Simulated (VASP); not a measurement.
# MnO (Fm-3m) in VASP: settings compared

Aim: see how the results for MnO move with the level of theory and the settings. Levels: PBEsol+U, r2SCAN+U. Tasks: single point.

All numbers are computed with VASP 6.6.1; they aren't measurements. Logs are shortened: lines on timing, memory, paths and dates and some standing lists are left out, and cuts for length are marked.

## (1) The cell of the first run

The structure is cubic, space group Fm-3m (No. 225). Conventional cell: a = 4.448 Å, b = 4.448 Å, c = 4.448 Å, α = 90.00°, β = 90.00°, γ = 90.00°. Within 2.9 Å of Mn (site symmetry m-3m) lie 6 O at 2.22 Å. Within 2.9 Å of O (site symmetry m-3m) lie 6 Mn at 2.22 Å.

## (2) Single point, PBEsol+U, collinear spin, ferromagnetic start

INCAR

```
SYSTEM = MnO
ALGO = Normal
EDIFF = 1E-7
ENCUT = 520
GGA = PS
ISIF = 2
ISMEAR = -1
ISPIN = 2
LASPH = .True.
LCHARG = .False.
LDAU = .True.
LDAUJ = 0 0
LDAUL = 2 -1
LDAUPRINT = 1
LDAUTYPE = 2
LDAUU = 8 0
LMAXMIX = 4
LORBIT = 11
LREAL = .False.
LWAVE = .False.
MAGMOM = 4 0
NBANDS = 20
NELM = 150
PREC = Accurate
SIGMA = 0.05
```

KPOINTS

```
k-points
0
Gamma
  10 10 10
  0 0 0
```

POSCAR

```
MnO
1.0
    0.0000000000      2.2239077028      2.2239077028
    2.2239077028      0.0000000000      2.2239077028
    2.2239077028      2.2239077028      0.0000000000
Mn O
1 1
Direct
    0.0000000000      0.0000000000      0.0000000000
    0.5000000000      0.5000000000      0.5000000000
```

Potentials or basis: VASP PAW PBE potentials, release 64 (Mn_pv, O).

Run with:

```bash
$ cat potpaw_PBE.64/Mn_pv/POTCAR potpaw_PBE.64/O/POTCAR > POTCAR
$ mpirun -np 1 vasp_std > vasp.out
```

OUTCAR:

```text
SYSTEM = MnO
   EDIFF = 1E-7
   ENCUT = 520
   GGA = PS
   ISIF = 2
   ISMEAR = -1
   ISPIN = 2
   LASPH = .True.
   LORBIT = 11
   LREAL = .False.
   NELM = 150
   PREC = Accurate

 ion  position               nearest neighbor table
   1  0.000  0.000  0.000-   2 2.22   2 2.22   2 2.22   2 2.22   2 2.22   2 2.22
   2  0.500  0.500  0.500-   1 2.22   1 2.22   1 2.22   1 2.22   1 2.22   1 2.22

  LATTYP: Found a face centered cubic cell.
 ALAT       =     4.4478154056

  Lattice vectors:

 A1 = (   0.0000000000,   2.2239077028,   2.2239077028)
 A2 = (   2.2239077028,   0.0000000000,   2.2239077028)
 A3 = (   2.2239077028,   2.2239077028,   0.0000000000)

Analysis of symmetry for initial positions (statically):
=====================================================================
 Subroutine PRICEL returns:
 Original cell was already a primitive cell.

 Routine SETGRP: Setting up the symmetry group for a
 face centered cubic supercell.

 Subroutine GETGRP returns: Found 48 space group operations
 (whereof 48 operations were pure point group operations)
 out of a pool of 48 trial point group operations.

The static configuration has the point symmetry O_h .

Analysis of symmetry for dynamics (positions and initial velocities):
=====================================================================
 Subroutine PRICEL returns:
 Original cell was already a primitive cell.

 Routine SETGRP: Setting up the symmetry group for a
 face centered cubic supercell.

 Subroutine GETGRP returns: Found 48 space group operations
 (whereof 48 operations were pure point group operations)
 out of a pool of 48 trial point group operations.

The dynamic configuration has the point symmetry O_h .

Analysis of structural, dynamic, and magnetic symmetry:
=====================================================================
 Subroutine PRICEL returns:
 Original cell was already a primitive cell.

 Routine SETGRP: Setting up the symmetry group for a
 face centered cubic supercell.

 Subroutine GETGRP returns: Found 48 space group operations
 (whereof 48 operations were pure point group operations)
 out of a pool of 48 trial point group operations.

The overall configuration has the point symmetry O_h .

 Subroutine INISYM returns: Found 48 space group operations
 (whereof 48 operations are pure point group operations),
 and found     1 'primitive' translations

----------------------------------------------------------------------------------------

                                     Primitive cell

  volume of cell :      21.9979

  direct lattice vectors                    reciprocal lattice vectors
     0.000000000  2.223907703  2.223907703    -0.224829474  0.224829474  0.224829474
     2.223907703  0.000000000  2.223907703     0.224829474 -0.224829474  0.224829474
     2.223907703  2.223907703  0.000000000     0.224829474  0.224829474 -0.224829474

  length of vectors
     3.145080435  3.145080435  3.145080435     0.389416073  0.389416073  0.389416073

  position of ions in fractional coordinates (direct lattice)
     0.000000000  0.000000000  0.000000000
     0.500000000  0.500000000  0.500000000

  ion indices of the primitive-cell ions
   primitive index   ion index
                 1           1
                 2           2

----------------------------------------------------------------------------------------

 KPOINTS: k-points

Automatic generation of k-mesh.
 Grid dimensions read from file:
 generate k-points for:   10   10   10

[... 62 lines left out ...]
   NELM   =    150;   NELMIN=  2; NELMDL= -5     # of ELM steps
   EDIFF  = 0.1E-06   stopping-criterion for ELM
   LREAL  =      F    real-space projection
   EDIFFG = 0.1E-05   stopping-criterion for IOM
   NSW    =      0    number of steps for IOM
   IBRION =     -1    ionic relax: 0-MD 1-quasi-New 2-CG
   NFREE  =      0    steps in history (QN), initial steepest desc. (CG)
   ISIF   =      2    stress and relaxation
   ISYM   =      2    0-nonsym 1-usesym 2-fastsym
   POTIM  = 0.5000    time-step for ionic-motion
   TEBEG  =    0.0;   TEEND  =   0.0 temperature during run
   PSTRESS=    0.0 pullay stress
   NELECT =      19.0000    total number of electrons
   NUPDOWN=      -1.0000    fix difference up-down
   EMIN   =  10.00;   EMAX   =-10.00  energy-range for DOS
   EFERMI =   0.00;   METHOD = LEGACY
   ISMEAR =    -1;   SIGMA  =   0.05  broadening in eV -4-tet -1-fermi 0-gaus
   EFERMI_NEDOS =   21; number of points for ismear=-14 and -15
   IALGO  =     38    algorithm
   IMIX   =      4    mixing-type and parameters
     AMIX     =   0.40;   BMIX     =  1.00
     AMIX_MAG =   1.60;   BMIX_MAG =  1.00
  volume/ion in A,a.u.               =      11.00        74.22
  Fermi-wavevector in a.u.,A,eV,Ry     =   1.559071  2.946217 33.071721  2.430703
  Thomas-Fermi vector in A             =   2.662483
   LORBIT       =     11    0 simple, 1 ext, 2 COOP (PROOUT), +10 PAW based schemes
 LDA+U is selected, type is set to LDAUTYPE =  2
   angular momentum for each species LDAUL =     2   -1
   U (eV)           for each species LDAUU =   8.0  0.0
   J (eV)           for each species LDAUJ =   0.0  0.0
   GGA     = PS    functional components
   LHFCALC =     F    Hartree Fock is set to
   AEXX    =    0.0000 exact exchange contribution
   IVDW    =     0    specifies the selected vdW correction
   LEPSILON=     F    determine dielectric tensor
   LRPA    =     F    only Hartree local field effects (RPA)
 spin polarized calculation
  energy-cutoff  :      520.00
  volume of cell :       22.00
 maximum number of plane-waves:       609
   NGX = 11   NGY = 11   NGZ = 11

atom =   1  type =  1  l = 2

 onsite density matrix

spin component  1

  0.9510  0.0000  0.0000 -0.0000 -0.0000
  0.0000  0.9510  0.0000 -0.0000 -0.0000
  0.0000  0.0000  0.9876  0.0000 -0.0000
 -0.0000 -0.0000  0.0000  0.9510  0.0000
 -0.0000 -0.0000 -0.0000  0.0000  0.9876

spin component  2

  0.0139 -0.0000 -0.0000 -0.0000 -0.0000
 -0.0000  0.0139  0.0000 -0.0000  0.0000
 -0.0000  0.0000  0.0553 -0.0000 -0.0000
 -0.0000 -0.0000 -0.0000  0.0139  0.0000
 -0.0000  0.0000 -0.0000  0.0000  0.0553

 occupancies and eigenvectors

  o =  0.0139  v =  0.0000  0.0000  0.0000  0.0000  0.0000 -0.0036 -0.9306 -0.0000 -0.3660  0.0000      0.0000  0.0000  0.0000  0.0000  0.0000  0.0000  0.0000  0.0000  0.0000  0.0000
  o =  0.0139  v =  0.0000  0.0000  0.0000  0.0000  0.0000 -0.0001  0.3660 -0.0000 -0.9306  0.0000      0.0000  0.0000  0.0000  0.0000  0.0000  0.0000  0.0000  0.0000  0.0000  0.0000
  o =  0.0139  v =  0.0000  0.0000  0.0000  0.0000  0.0000  1.0000 -0.0033  0.0000 -0.0014  0.0000      0.0000  0.0000  0.0000  0.0000  0.0000  0.0000  0.0000  0.0000  0.0000  0.0000
  o =  0.0553  v =  0.0000  0.0000  0.0000  0.0000  0.0000  0.0000  0.0000 -1.0000  0.0000 -0.0094      0.0000  0.0000  0.0000  0.0000  0.0000  0.0000  0.0000  0.0000  0.0000  0.0000
  o =  0.0553  v =  0.0000  0.0000  0.0000  0.0000  0.0000 -0.0000 -0.0000 -0.0094  0.0000  1.0000      0.0000  0.0000  0.0000  0.0000  0.0000  0.0000  0.0000  0.0000  0.0000  0.0000
  o =  0.9510  v =  1.0000  0.0000  0.0000  0.0000  0.0000  0.0000  0.0000  0.0000  0.0000  0.0000      0.0000  0.0000  0.0000  0.0000  0.0000  0.0000  0.0000  0.0000  0.0000  0.0000
  o =  0.9510  v =  0.0000 -0.7176  0.0000  0.6964  0.0000  0.0000  0.0000  0.0000  0.0000  0.0000      0.0000  0.0000  0.0000  0.0000  0.0000  0.0000  0.0000  0.0000  0.0000  0.0000
  o =  0.9510  v =  0.0000  0.6964  0.0000  0.7176 -0.0000  0.0000  0.0000  0.0000  0.0000  0.0000      0.0000  0.0000  0.0000  0.0000  0.0000  0.0000  0.0000  0.0000  0.0000  0.0000
  o =  0.9876  v =  0.0000  0.0000  0.9999 -0.0000  0.0154  0.0000  0.0000  0.0000  0.0000  0.0000      0.0000  0.0000  0.0000  0.0000  0.0000  0.0000  0.0000  0.0000  0.0000  0.0000
  o =  0.9876  v =  0.0000  0.0000 -0.0154  0.0000  0.9999  0.0000  0.0000  0.0000  0.0000  0.0000      0.0000  0.0000  0.0000  0.0000  0.0000  0.0000  0.0000  0.0000  0.0000  0.0000

 number of electron      18.9999991 magnetization       5.0000000

 Free energy of the ion-electron system (eV)
  ---------------------------------------------------
  ext. energy  EPLUGINS =         0.00000000
  ---------------------------------------------------
  free energy    TOTEN  =       -15.51072069 eV

  energy without entropy =      -15.51071963  energy(sigma->0) =      -15.51072016

 E-fermi :   6.5849     XC(G=0): -12.0108

 val. band max:        6.0876225562   @ k =   0.5000   0.0000   0.0000
 cond. band min:       6.9267792098   @ k =   0.0000   0.0000   0.0000
 fundamental gap:      0.8391566535
 Fermi energy:         6.5849120312

 spin component 1

 k-point     1 :       0.0000    0.0000    0.0000
  band No.  band energies     occupation
      1     -42.7989      1.00000
      2     -42.7989      1.00000
      3     -42.7989      1.00000
      4     -12.3949      1.00000
      5       0.8508      1.00000
      6       0.8508      1.00000
[... 1097 lines left out ...]
     19      33.7472      0.00000
     20      35.1634      0.00000

 [... further k-points ...]

------------------------ aborting loop because EDIFF is reached ----------------------------------------

  FORCE on cell =-STRESS in cart. coord.  units (eV):
  Direction    XX          YY          ZZ          XY          YZ          ZX
  --------------------------------------------------------------------------------------
  -------------------------------------------------------------------------------------
  Total        0.4301530      0.4301530      0.4301530      0.0000000      0.0000000      0.0000000
  in kB       31.3294863     31.3294863     31.3294863      0.0000000      0.0000000      0.0000000
  external PRESSURE =      31.3294863 kB  Pullay stress =       0.0000000 kB

 VOLUME and BASIS-vectors are now :
 -----------------------------------------------------------------------------
  energy-cutoff  :      520.00
  volume of cell :       22.00
      direct lattice vectors                 reciprocal lattice vectors
     0.000000000  2.223907703  2.223907703    -0.224829474  0.224829474  0.224829474
     2.223907703  0.000000000  2.223907703     0.224829474 -0.224829474  0.224829474
     2.223907703  2.223907703  0.000000000     0.224829474  0.224829474 -0.224829474

 POSITION                                       TOTAL-FORCE (eV/Angst)
 -----------------------------------------------------------------------------------
      0.00000      0.00000      0.00000         0.000000     -0.000000     -0.000000
      2.22391      2.22391      2.22391        -0.000000      0.000000      0.000000
 -----------------------------------------------------------------------------------
    total drift:                                0.000000     -0.000000     -0.000000

  FREE ENERGIE OF THE ION-ELECTRON SYSTEM (eV)
  ---------------------------------------------------
  free  energy   TOTEN  =       -15.5107206944 eV

  energy  without entropy=      -15.5107196347  energy(sigma->0) =      -15.51072016

 total charge

# of ion       s       p       d       tot
------------------------------------------
    1        0.213   6.191   4.960  11.364
    2        1.548   3.451   0.000   4.998
--------------------------------------------------
tot          1.761   9.641   4.960  16.363

 magnetization (x)

# of ion       s       p       d       tot
------------------------------------------
    1        0.031   0.027   4.664   4.722
    2        0.016   0.064   0.000   0.081
--------------------------------------------------
tot          0.047   0.092   4.664   4.803
```

It took 23 s on 1 thread of Intel Xeon Platinum 8375C at 2.90GHz (Ice Lake), shared host; peak memory 0.16 GiB.

What came out:

```
Free energy                                           : -15.5107 eV
Pressure                                              : 3.1 GPa
Band gap on the k mesh                                : 0.84 eV (least direct gap 2.60 eV)
Net moment                                            : 5.00 μB per cell
Site moments                                          : Mn +4.72; O +0.08 μB
Valence electrons inside the program's atomic spheres : Mn 11.36; O 5.00
```

Eigenvalues of the final occupation matrices:
```csv
site,spin,trace,eigenvalues
site 1 d,1,4.83,0.95 0.95 0.95 0.99 0.99
site 1 d,2,0.15,0.01 0.01 0.01 0.06 0.06
```

Caveat: the cell stands under pressure; the PAW data sets were made with another functional, which shifts forces and pressure a little; a cell with one magnetic atom can't hold antiferromagnetic order, which such compounds often take. A k mesh can miss the band edges.

## (3) Single point, r2SCAN+U, collinear spin, ferromagnetic start

POSCAR is that of step 2.

INCAR.step1

```
  PREC = Accurate
  ENCUT = 520
  ISMEAR = -1
  SIGMA = 0.05
  LREAL = F
  LASPH = T
  NELM = 150
  ISPIN = 2
  MAGMOM = 4 0
  LMAXMIX = 4
  LDAU = T
  LDAUTYPE = 2
  LDAUL = 2 -1
  LDAUU = 4 0
  LDAUJ = 0 0
  NBANDS = 20
  GGA = PE
  ALGO = Normal
  EDIFF = 1E-4
  LWAVE = T
  LCHARG = F
```

INCAR.step2

```
  PREC = Accurate
  ENCUT = 520
  EDIFF = 1E-6
  ISMEAR = -1
  SIGMA = 0.05
  LREAL = F
  LASPH = T
  NELM = 150
  ALGO = Normal
  ISIF = 2
  LWAVE = F
  LCHARG = F
  ISPIN = 2
  MAGMOM = 4 0
  LORBIT = 11
  LMAXMIX = 4
  LDAU = T
  LDAUTYPE = 2
  LDAUL = 2 -1
  LDAUU = 4 0
  LDAUJ = 0 0
  LDAUPRINT = 1
  METAGGA = R2SCAN
  LMIXTAU = T
  NBANDS = 20
  ISTART = 1
```

KPOINTS

```
Automatic mesh
0
Gamma
  10 10 10
```

Potentials or basis: VASP PAW PBE potentials, release 64 (Mn_pv, O).

Run with:

```bash
$ cat potpaw_PBE.64/Mn_pv/POTCAR potpaw_PBE.64/O/POTCAR > POTCAR
$ cp INCAR.step1 INCAR
$ mpirun -np 1 vasp_std > vasp.out
$ cp INCAR.step2 INCAR
$ mpirun -np 1 vasp_std > vasp.out
```

Run time: 66 s. Hardware: 1 thread of Intel Xeon Platinum 8488C (Sapphire Rapids), shared host; peak memory 0.17 GiB.

Results (log left out):

| Quantity | Value |
| --- | --- |
| Free energy | -23.6613 eV |
| Pressure | 3.2 GPa |
| Band gap on the k mesh | 0.86 eV (least direct gap 3.20 eV) |
| Net moment | 5.00 μB per cell |
| Site moments | Mn +4.66; O +0.15 μB |
| Valence electrons inside the program's atomic spheres | Mn 11.34; O 5.05 |

Levels at points of the mesh, in eV from the valence-band top:
Spin up:
```csv
k point,band 10,band 11,band 12,band 13,band 14,band 15
"(0.00, 0.00, 0.00)",-2.71,-2.71,-2.71,0.86,15.59,17.24
"(0.50, 0.00, 0.00)",-2.64,0.00,0.00,4.98,9.34,13.51
"(0.50, 0.50, 0.00)",-3.32,-3.32,-3.21,6.41,9.60,11.13
```
Spin down:
```csv
k point,band 4,band 5,band 6,band 7,band 8,band 9,band 10,band 11
"(0.00, 0.00, 0.00)",-19.78,-2.33,-2.33,-2.33,2.57,4.50,4.50,4.50
"(0.50, 0.00, 0.00)",-18.82,-6.30,-3.49,-3.49,5.64,6.04,6.04,6.22
"(0.50, 0.50, 0.00)",-18.79,-5.51,-3.36,-3.36,2.41,5.92,5.92,6.61
```

Eigenvalues of the final occupation matrices:
```tsv
site	spin	trace	eigenvalues
site 1 d	1	4.80	0.95 0.95 0.95 0.98 0.98
site 1 d	2	0.18	0.02 0.02 0.02 0.06 0.06
```

Caveat: the cell stands under pressure; the PAW data sets were made with another functional, which shifts forces and pressure a little; a cell with one magnetic atom can't hold antiferromagnetic order, which such compounds often take.

## (4) Single point, r2SCAN+U, collinear spin, ferromagnetic start

POSCAR is that of step 3.

INCAR.step1

```
SYSTEM = MnO
PREC = Accurate
ENCUT = 520
ISMEAR = -1
SIGMA = 0.05
LREAL = .FALSE.
LASPH = .TRUE.
NELM = 150
ISPIN = 2
MAGMOM = 4 0
LMAXMIX = 4
LDAU = .TRUE.
LDAUTYPE = 2
LDAUL = 2 -1
LDAUU = 5 0
LDAUJ = 0 0
NBANDS = 20
GGA = PE
ALGO = Normal
EDIFF = 1E-4
LWAVE = .TRUE.
LCHARG = .FALSE.
```

INCAR.step2

```
SYSTEM = MnO
PREC = Accurate
ENCUT = 520
EDIFF = 1E-6
ISMEAR = -1
SIGMA = 0.05
LREAL = .FALSE.
LASPH = .TRUE.
NELM = 150
ALGO = Normal
ISIF = 2
LWAVE = .FALSE.
LCHARG = .FALSE.
ISPIN = 2
MAGMOM = 4 0
LORBIT = 11
LMAXMIX = 4
LDAU = .TRUE.
LDAUTYPE = 2
LDAUL = 2 -1
LDAUU = 5 0
LDAUJ = 0 0
LDAUPRINT = 1
METAGGA = R2SCAN
LMIXTAU = .TRUE.
NBANDS = 20
ISTART = 1
```

KPOINTS

```
regular mesh
0
G
  10 10 10
  0 0 0
```

Run with:

```bash
$ cat potpaw_PBE.64/Mn_pv/POTCAR potpaw_PBE.64/O/POTCAR > POTCAR
$ cp INCAR.step1 INCAR
$ mpirun -np 1 vasp_std > vasp.out
$ cp INCAR.step2 INCAR
$ mpirun -np 1 vasp_std > vasp.out
```

Wall time 66 s (1 thread of Intel Xeon Platinum 8488C (Sapphire Rapids), shared host); peak memory 0.17 GiB.

It converged, with:

| Property | Result |
| --- | --- |
| Free energy | -23.4861 eV |
| Pressure | 3.8 GPa |
| Band gap on the k mesh | 1.06 eV (least direct gap 3.21 eV) |
| Net moment | 5.00 μB per cell |
| Site moments | Mn +4.69; O +0.13 μB |
| Valence electrons inside the program's atomic spheres | Mn 11.34; O 5.05 |

Levels at points of the mesh, in eV from the valence-band top:
Spin up:
| k point | band 9 | band 10 | band 11 | band 12 | band 13 | band 14 | band 15 | band 16 |
| --- | --- | --- | --- | --- | --- | --- | --- | --- |
| (0.00, 0.00, 0.00) | -4.31 | -2.49 | -2.49 | -2.49 | 1.06 | 15.77 | 17.24 | 17.24 |
| (0.50, 0.00, 0.00) | -3.82 | -2.78 | 0.00 | 0.00 | 5.17 | 9.54 | 13.69 | 13.69 |
| (0.50, 0.50, 0.00) | -3.59 | -3.57 | -3.57 | -3.49 | 6.59 | 9.81 | 11.14 | 15.72 |
Spin down:
| k point | band 5 | band 6 | band 7 | band 8 | band 9 | band 10 |
| --- | --- | --- | --- | --- | --- | --- |
| (0.00, 0.00, 0.00) | -2.15 | -2.15 | -2.15 | 2.76 | 5.11 | 5.11 |
| (0.50, 0.00, 0.00) | -6.10 | -3.24 | -3.24 | 6.20 | 6.40 | 6.69 |
| (0.50, 0.50, 0.00) | -5.32 | -3.18 | -3.18 | 2.91 | 6.50 | 6.57 |

Eigenvalues of the final occupation matrices:
```csv
site,spin,trace,eigenvalues
site 1 d,1,4.81,0.95 0.95 0.95 0.98 0.98
site 1 d,2,0.17,0.01 0.01 0.01 0.06 0.06
```

Caveat: the cell stands under pressure; the PAW data sets were made with another functional, which shifts forces and pressure a little; a cell with one magnetic atom can't hold antiferromagnetic order, which such compounds often take.

## (5) Summary

| level | U | gap on the mesh (eV) | pressure (GPa) | moment (μB) |
| --- | --- | --- | --- | --- |
| PBEsol+U | Mn d U = 8.0 eV | 0.84 | 3.1 | 5.00 |
| r2SCAN+U | Mn d U = 4.0 eV | 0.86 | 3.2 | 5.00 |
| r2SCAN+U | Mn d U = 5.0 eV | 1.06 | 3.8 | 5.00 |

Alike in all rows: task single point; potentials or basis VASP PAW PBE potentials, release 64 (Mn_pv, O); spin collinear, ferromagnetic start; cell as given; k mesh 10 × 10 × 10; cutoff (eV) 520; smearing fermi-dirac 0.05 eV.

On the cell as given the gap runs from 0.84 eV (PBEsol+U) to 1.06 eV (r2SCAN+U). The pressure there spans 3.1 GPa (PBEsol+U) to 3.8 GPa (r2SCAN+U); a positive pressure means that this level wants a larger cell, a negative one a smaller.

Caveats: the cell stands under pressure; the PAW data sets were made with another functional, which shifts forces and pressure a little; a cell with one magnetic atom can't hold antiferromagnetic order, which such compounds often take.

Absolute energies hang on the potentials; compare differences alone.
